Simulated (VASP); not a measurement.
# SnO2 (Pnnm) in VASP: notebook

The runs below take SnO2 through single point, with LDA.

Everything below comes from runs of VASP 6.6.1. Logs are shortened: lines on timing, memory, paths and dates and some standing lists are left out, and cuts for length are marked.

## 1. The cell of the first run

It takes space group Pnnm (No. 58, orthorhombic). The conventional cell has a = 4.667 Å, b = 4.667 Å, c = 3.153 Å, α = 90.00°, β = 90.00°, γ = 90.00°. Within 2.5 Å of Sn (site symmetry 2/m) lie 6 O at 1.86 to 2.15 Å. O (site symmetry m) has 3 Sn at 1.86 to 2.15 Å within 2.5 Å.

## 2. Single point, LDA (atoms shifted along a free coordinate)

Input file INCAR:

```
SYSTEM = SnO2
  PREC = Accurate
  ENCUT = 520
  EDIFF = 1E-7
  ISMEAR = 0
  SIGMA = 0.05
  LREAL = .False.
  LASPH = .True.
  NELM = 60
  ALGO = Normal
  ISIF = 2
  LWAVE = .False.
  LCHARG = .False.
  NBANDS = 35
```

Input file KPOINTS:

```
regular mesh
0
Gamma
  6 6 8
  0 0 0
```

Input file POSCAR:

```
SnO2
1.0
    4.6665314825      0.0000000000      0.0000000000
    0.0000000000      4.6671047442      0.0000000000
    0.0000000000      0.0000000000      3.1527341536
Sn O
2 4
Direct
    0.5000000000      0.5000000000      0.5000000000
    0.0000000000      0.0000000000      0.0000000000
    0.3059833077      0.2543006016      0.0000000000
    0.8059833077      0.2456993984      0.5000000000
    0.1940166923      0.7543006016      0.5000000000
    0.6940166923      0.7456993984      0.0000000000
```

Potentials or basis: VASP PAW LDA potentials, release 64 (Sn_d, O).

Run with:

```sh
> cat potpaw_LDA.64/Sn_d/POTCAR potpaw_LDA.64/O/POTCAR > POTCAR
> mpirun -np 1 vasp_std > vasp.out
```

OUTCAR:

```text
SYSTEM = SnO2
   PREC = Accurate
   ENCUT = 520
   EDIFF = 1E-7
   ISMEAR = 0
   LREAL = .False.
   LASPH = .True.
   NELM = 60
   ISIF = 2

 ion  position               nearest neighbor table
   1  0.500  0.500  0.500-   5 1.86   4 1.86   6 2.15   6 2.15   3 2.15   3 2.15   2 3.66   2 3.66
                             2 3.66   2 3.66   2 3.66   2 3.66   2 3.66   2 3.66
   2  0.000  0.000  0.000-   3 1.86   6 1.86   4 2.15   4 2.15   5 2.15   5 2.15   1 3.66   1 3.66
                             1 3.66   1 3.66   1 3.66   1 3.66   1 3.66   1 3.66
   3  0.306  0.254  0.000-   2 1.86   1 2.15   1 2.15
   4  0.806  0.246  0.500-   1 1.86   2 2.15   2 2.15
   5  0.194  0.754  0.500-   1 1.86   2 2.15   2 2.15
   6  0.694  0.746  0.000-   2 1.86   1 2.15   1 2.15

  LATTYP: Found a simple orthorhombic cell.
 ALAT       =     3.1527341536
 B/A-ratio  =     1.4801538142
 C/A-ratio  =     1.4803356442

  Lattice vectors:

 A1 = (   0.0000000000,   0.0000000000,   3.1527341536)
 A2 = (   4.6665314825,   0.0000000000,   0.0000000000)
 A3 = (   0.0000000000,   4.6671047442,   0.0000000000)

Analysis of symmetry for initial positions (statically):
=====================================================================
 Subroutine PRICEL returns:
 Original cell was already a primitive cell.

 Routine SETGRP: Setting up the symmetry group for a
 simple orthorhombic supercell.

 Subroutine GETGRP returns: Found  8 space group operations
 (whereof  4 operations were pure point group operations)
 out of a pool of  8 trial point group operations.

The static configuration has the point symmetry C_2h.
 The point group associated with its full space group is D_2h.

Analysis of symmetry for dynamics (positions and initial velocities):
=====================================================================
 Subroutine PRICEL returns:
 Original cell was already a primitive cell.

 Routine SETGRP: Setting up the symmetry group for a
 simple orthorhombic supercell.

 Subroutine GETGRP returns: Found  8 space group operations
 (whereof  4 operations were pure point group operations)
 out of a pool of  8 trial point group operations.

The dynamic configuration has the point symmetry C_2h.
 The point group associated with its full space group is D_2h.

 Subroutine INISYM returns: Found  8 space group operations
 (whereof  4 operations are pure point group operations),
 and found     1 'primitive' translations

----------------------------------------------------------------------------------------

                                     Primitive cell

  volume of cell :      68.6640

  direct lattice vectors                    reciprocal lattice vectors
     4.666531482  0.000000000  0.000000000     0.214291922  0.000000000  0.000000000
     0.000000000  4.667104744  0.000000000     0.000000000  0.214265600  0.000000000
     0.000000000  0.000000000  3.152734154     0.000000000  0.000000000  0.317185006

  length of vectors
     4.666531482  4.667104744  3.152734154     0.214291922  0.214265600  0.317185006

  position of ions in fractional coordinates (direct lattice)
     0.500000000  0.500000000  0.500000000
     0.000000000  0.000000000  0.000000000
     0.305983308  0.254300602  0.000000000
     0.805983308  0.245699398  0.500000000
     0.194016692  0.754300602  0.500000000
     0.694016692  0.745699398  0.000000000

  ion indices of the primitive-cell ions
   primitive index   ion index
                 1           1
                 2           2
                 3           3
                 4           4
                 5           5
                 6           6

----------------------------------------------------------------------------------------

 KPOINTS: regular mesh

Automatic generation of k-mesh.
 Grid dimensions read from file:
 generate k-points for:    6    6    8

 Generating k-lattice:

  Cartesian coordinates                     Fractional coordinates (reciprocal lattice)
     0.035715320  0.000000000  0.000000000     0.166666667  0.000000000  0.000000000
     0.000000000  0.035710933  0.000000000     0.000000000  0.166666667  0.000000000
     0.000000000  0.000000000  0.039648126     0.000000000  0.000000000  0.125000000

  Length of vectors
     0.035715320  0.035710933  0.039648126

  Shift w.r.t. Gamma in fractional coordinates (k-lattice)
     0.000000000  0.000000000  0.000000000

 Subroutine IBZKPT returns following result:
 ===========================================

 Found     80 irreducible k-points:

 Following reciprocal coordinates:
            Coordinates               Weight
  0.000000  0.000000  0.000000      1.000000
  0.166667  0.000000  0.000000      2.000000
  0.333333  0.000000  0.000000      2.000000
  0.500000  0.000000  0.000000      1.000000
  0.000000  0.166667  0.000000      2.000000
  0.166667  0.166667  0.000000      4.000000
[... 16 lines left out ...]
  0.333333  0.166667  0.125000      8.000000
  0.500000  0.166667  0.125000      4.000000
 [... further k-points ...]
   k-points           NKPTS =     80   k-points in BZ     NKDIM =     80   number of bands    NBANDS=     35
   number of dos      NEDOS =    301   number of ions     NIONS =      6
   total plane-waves  NPLWV =  31104
   dimension x,y,z NGX =    36 NGY =   36 NGZ =   24
   dimension x,y,z NGXF=    72 NGYF=   72 NGZF=   48
   ions per type =               2   4
   NGX,Y,Z   is equivalent  to a cutoff of  12.83, 12.82, 12.66 a.u.
   NGXF,Y,Z  is equivalent  to a cutoff of  25.65, 25.65, 25.31 a.u.
 SYSTEM =  SnO2
   PREC   = accura    normal or accurate (medium, high low for compatibility)
   ISTART =      0    job   : 0-new  1-cont  2-samecut
   ICHARG =      2    charge: 1-file 2-atom 10-const
   ISPIN  =      1    spin polarized calculation?
   LNONCOLLINEAR =      F non collinear calculations
   LSORBIT =      F    spin-orbit coupling
   LASPH  =      T    aspherical Exc in radial PAW
   ENCUT  =  520.0 eV  38.22 Ry    6.18 a.u.   8.68  8.68  5.86*2*pi/ulx,y,z
   NELM   =     60;   NELMIN=  2; NELMDL= -5     # of ELM steps
   EDIFF  = 0.1E-06   stopping-criterion for ELM
   LREAL  =      F    real-space projection
   EDIFFG = 0.1E-05   stopping-criterion for IOM
   NSW    =      0    number of steps for IOM
   IBRION =     -1    ionic relax: 0-MD 1-quasi-New 2-CG
   NFREE  =      0    steps in history (QN), initial steepest desc. (CG)
   ISIF   =      2    stress and relaxation
   ISYM   =      2    0-nonsym 1-usesym 2-fastsym
   POTIM  = 0.5000    time-step for ionic-motion
   TEBEG  =    0.0;   TEEND  =   0.0 temperature during run
   PSTRESS=    0.0 pullay stress
   NELECT =      52.0000    total number of electrons
   NUPDOWN=      -1.0000    fix difference up-down
   EMIN   =  10.00;   EMAX   =-10.00  energy-range for DOS
   EFERMI =   0.00;   METHOD = LEGACY
   ISMEAR =     0;   SIGMA  =   0.05  broadening in eV -4-tet -1-fermi 0-gaus
   EFERMI_NEDOS =   21; number of points for ismear=-14 and -15
   IALGO  =     38    algorithm
   IMIX   =      4    mixing-type and parameters
     AMIX     =   0.40;   BMIX     =  1.00
     AMIX_MAG =   1.60;   BMIX_MAG =  1.00
  volume/ion in A,a.u.               =      11.44        77.23
  Fermi-wavevector in a.u.,A,eV,Ry     =   1.492220  2.819887 30.296380  2.226721
  Thomas-Fermi vector in A             =   2.604776
   LORBIT       =      0    0 simple, 1 ext, 2 COOP (PROOUT), +10 PAW based schemes
   GGA     = CA    functional components
   LHFCALC =     F    Hartree Fock is set to
   AEXX    =    0.0000 exact exchange contribution
   IVDW    =     0    specifies the selected vdW correction
   LEPSILON=     F    determine dielectric tensor
   LRPA    =     F    only Hartree local field effects (RPA)
 non-spin polarized calculation
 Gauss-broadening in eV      SIGMA  =   0.05
  energy-cutoff  :      520.00
  volume of cell :       68.66
 maximum number of plane-waves:      1883
 NGX is ok and might be reduce to    36
   NGX = 17   NGY = 17   NGZ = 11

 number of electron      51.9999974 magnetization

 Free energy of the ion-electron system (eV)
  ---------------------------------------------------
  ext. energy  EPLUGINS =         0.00000000
  ---------------------------------------------------
  free energy    TOTEN  =       -40.78899600 eV

  energy without entropy =      -40.78899600  energy(sigma->0) =      -40.78899600

 E-fermi :   6.3474     XC(G=0): -12.0436

 val. band max:        6.1461331768   @ k =   0.0000   0.1667   0.0000
 cond. band min:       7.6968935967   @ k =   0.0000   0.0000   0.0000
 fundamental gap:      1.5507604199
 Fermi energy:         6.3474283141

 k-point     1 :       0.0000    0.0000    0.0000
  band No.  band energies     occupation
      1     -15.1024      2.00000
      2     -14.4042      2.00000
      3     -13.6952      2.00000
      4     -13.6772      2.00000
      5     -13.5896      2.00000
      6     -13.5841      2.00000
[... 27 lines left out ...]
     34      19.4315      0.00000
     35      20.0349      0.00000

 k-point     2 :       0.1667    0.0000    0.0000
  band No.  band energies     occupation
      1     -15.0588      2.00000
      2     -14.4431      2.00000
      3     -13.6932      2.00000
      4     -13.6772      2.00000
      5     -13.5846      2.00000
      6     -13.5800      2.00000
[... 27 lines left out ...]
     34      19.4417      0.00000
     35      19.7283      0.00000

 k-point     3 :       0.3333    0.0000    0.0000
  band No.  band energies     occupation
      1     -14.9349      2.00000
      2     -14.5688      2.00000
      3     -13.6881      2.00000
      4     -13.6780      2.00000
      5     -13.5736      2.00000
      6     -13.5710      2.00000
[... 27 lines left out ...]
     34      19.3426      0.00000
     35      19.3548      0.00000
[... 723 lines left out ...]
 k-point    23 :       0.3333    0.1667    0.1250
  band No.  band energies     occupation
      1     -14.9059      2.00000
      2     -14.6296      2.00000
      3     -13.6890      2.00000
      4     -13.6639      2.00000
      5     -13.6412      2.00000
      6     -13.5886      2.00000
[... 27 lines left out ...]
     34      18.1379      0.00000
     35      19.1645      0.00000

 k-point    24 :       0.5000    0.1667    0.1250
  band No.  band energies     occupation
      1     -14.7746      2.00000
      2     -14.7746      2.00000
      3     -13.6766      2.00000
      4     -13.6766      2.00000
      5     -13.6117      2.00000
      6     -13.6117      2.00000
[... 27 lines left out ...]
     34      17.5752      0.00000
     35      19.1936      0.00000

 [... further k-points ...]
[... 5 lines left out ...]
  --------------------------------------------------------------------------------------
  -------------------------------------------------------------------------------------
  Total       10.6297784      4.4538474      1.3674026     -0.0000000      0.0000000      0.0000000
  in kB      248.0308454    103.9242308     31.9064067     -0.0000000      0.0000000      0.0000000
  external PRESSURE =     127.9538276 kB  Pullay stress =       0.0000000 kB

 VOLUME and BASIS-vectors are now :
 -----------------------------------------------------------------------------
  energy-cutoff  :      520.00
  volume of cell :       68.66
      direct lattice vectors                 reciprocal lattice vectors
     4.666531482  0.000000000  0.000000000     0.214291922  0.000000000  0.000000000
     0.000000000  4.667104744  0.000000000     0.000000000  0.214265600  0.000000000
     0.000000000  0.000000000  3.152734154     0.000000000  0.000000000  0.317185006

 POSITION                                       TOTAL-FORCE (eV/Angst)
 -----------------------------------------------------------------------------------
      2.33327      2.33355      1.57637         0.000000     -0.000000      0.000000
      0.00000      0.00000      0.00000         0.000000     -0.000000      0.000000
      1.42788      1.18685      0.00000         2.935689      2.929501      0.000000
      3.76115      1.14670      1.57637         2.935689     -2.929501      0.000000
      0.90539      3.52040      1.57637        -2.935689      2.929501      0.000000
      3.23865      3.48026      0.00000        -2.935689     -2.929501      0.000000
 -----------------------------------------------------------------------------------
    total drift:                                0.000000     -0.000000     -0.000000

  FREE ENERGIE OF THE ION-ELECTRON SYSTEM (eV)
  ---------------------------------------------------
  free  energy   TOTEN  =       -40.7889959952 eV

  energy  without entropy=      -40.7889959952  energy(sigma->0) =      -40.78899600
```

Wall time 68 s (1 thread of Intel Xeon 6975P-C (Granite Rapids), shared host); peak memory 0.25 GiB.

What came out:

| Item | Value |
| --- | --- |
| Free energy | -40.7890 eV |
| Pressure | 12.8 GPa |
| Largest force | 4.147 eV/Å |
| Band gap on the k mesh | 1.55 eV (least direct gap 1.58 eV) |

Forces in eV/Å, atoms in the order of the input:
```
Sn   0.000  0.000  0.000
Sn   0.000  0.000  0.000
O    2.936  2.930  0.000
O    2.936 -2.930  0.000
O   -2.936  2.930  0.000
O   -2.936 -2.930  0.000
```

Caveat: the cell differs from its parent crystal (atoms shifted along a free coordinate); the stress differs along the axes, from 3 to 25 GPa; spin-orbit coupling is left out, which moves the levels of the heavy elements; forces of over 1 eV/Å act on the atoms, so gaps and moduli don't describe the material at rest.

## 3. Single point, LDA (atoms shifted along a free coordinate)

Input file INCAR:

```
SYSTEM = SnO2
PREC     = Accurate       ! precision mode
ENCUT    = 520            ! plane-wave cutoff, eV
EDIFF    = 1E-7           ! SCF threshold, eV
ISMEAR   = 0              ! smearing method
SIGMA    = 0.05           ! smearing width, eV
LREAL    = .False.        ! projectors in reciprocal space
LASPH    = .True.         ! aspherical terms in the spheres
NELM     = 80             ! most SCF steps
ALGO     = Normal         ! electronic algorithm
ISIF     = 2              ! what is computed and relaxed
LWAVE    = .False.        ! write WAVECAR
LCHARG   = .False.        ! write CHGCAR
NBANDS   = 35             ! bands
```

Input file KPOINTS:

```
Automatic mesh
0
Gamma
  6 6 8
  0 0 0
```

Input file POSCAR:

```
SnO2
1.0
    4.6665314825      0.0000000000      0.0000000000
    0.0000000000      4.6671047442      0.0000000000
    0.0000000000      0.0000000000      3.1527341536
Sn O
2 4
Direct
    0.5000000000      0.5000000000      0.5000000000
    0.0000000000      0.0000000000      0.0000000000
    0.3059833077      0.3450716815      0.0000000000
    0.8059833077      0.1549283185      0.5000000000
    0.1940166923      0.8450716815      0.5000000000
    0.6940166923      0.6549283185      0.0000000000
```

Potentials or basis: VASP PAW LDA potentials, release 64 (Sn_d, O).

Run with:

```sh
> cat potpaw_LDA.64/Sn_d/POTCAR potpaw_LDA.64/O/POTCAR > POTCAR
> mpirun -np 1 vasp_std > vasp.out
```

It took 69 s on 1 thread of Intel Xeon 6975P-C (Granite Rapids), shared host; peak memory 0.25 GiB.

It converged, with:

```
Free energy            : -41.2304 eV
Pressure               : 18.3 GPa
Largest force          : 3.780 eV/Å
Band gap on the k mesh : 1.96 eV
```

Forces on the atoms (eV/Å):
```
Sn   0.000  0.000  0.000
Sn   0.000  0.000  0.000
O   -2.805 -2.533  0.000
O   -2.805  2.533  0.000
O    2.805 -2.533  0.000
O    2.805  2.533  0.000
```

Stress tensor (GPa, compression positive):
```
17.18  0.00  0.00
 0.00  9.60  0.00
 0.00  0.00 28.07
```

Levels at points of the mesh, in eV from the valence-band top:
| k point | band 23 | band 24 | band 25 | band 26 | band 27 | band 28 | band 29 | band 30 |
| --- | --- | --- | --- | --- | --- | --- | --- | --- |
| (0.00, 0.00, 0.00) | -0.91 | -0.63 | -0.59 | 0.00 | 1.96 | 5.65 | 6.59 | 6.75 |
| (0.50, 0.00, 0.00) | -0.99 | -0.99 | -0.54 | -0.54 | 4.65 | 4.65 | 6.52 | 6.52 |
| (0.00, 0.50, 0.00) | -0.98 | -0.98 | -0.76 | -0.76 | 4.86 | 4.86 | 7.23 | 7.23 |
| (0.50, 0.50, 0.00) | -1.08 | -1.08 | -0.80 | -0.80 | 4.77 | 4.77 | 7.37 | 7.37 |
| (0.00, 0.00, 0.50) | -1.64 | -1.64 | -1.21 | -1.21 | 7.12 | 7.12 | 9.66 | 9.66 |
| (0.50, 0.00, 0.50) | -1.04 | -1.04 | -0.37 | -0.37 | 7.47 | 7.47 | 8.07 | 8.07 |
| (0.00, 0.50, 0.50) | -1.19 | -1.19 | -0.30 | -0.30 | 7.38 | 7.38 | 7.77 | 7.77 |
| (0.50, 0.50, 0.50) | -1.23 | -1.23 | -0.77 | -0.77 | 6.33 | 6.33 | 8.26 | 8.26 |

Caveat: the cell differs from its parent crystal (atoms shifted along a free coordinate); the stress differs along the axes, from 10 to 28 GPa; spin-orbit coupling is left out, which moves the levels of the heavy elements; forces of over 1 eV/Å act on the atoms, so gaps and moduli don't describe the material at rest.
